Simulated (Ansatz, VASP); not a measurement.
**Ge3S: VASP beside Ansatz**

```
CELL_PARAMETERS angstrom
0.00000 3.32899 3.32899
3.32899 0.00000 3.32899
3.32899 3.32899 0.00000
ATOMIC_POSITIONS crystal
Ge 0.75000 0.75000 0.75000
Ge 0.25000 0.25000 0.25000
Ge 0.50000 0.50000 0.50000
S 0.00000 0.00000 0.00000
```

Change from the starting cell: species swapped into the Fe3Si type (Fm-3m, No. 225).

Alike in both runs: task single point; functional PBE; k mesh 4 × 4 × 4; occupations gaussian, width 0.1 eV; no spin polarisation.

|  | VASP | Ansatz |
| --- | --- | --- |
| version | VASP 6.6.1 | Ansatz 0.2.0 |
| potentials or method | VASP PAW PBE potentials, release 64 (Ge_d, S), cutoff 520 eV | scalar-relativistic, plane waves, PAW |
| valence electrons in the cell | 48 | 48 |

```tsv
	VASP	Ansatz	Ansatz less VASP
gap on the k mesh at the Fermi level (eV)	none	none	-
pressure (GPa)	-1.2	-1.1	+0.02
```

A gap of «none» marks a metal or a gap that the smearing closes.

The k mesh is coarse, so the values compare programs but aren't converged.
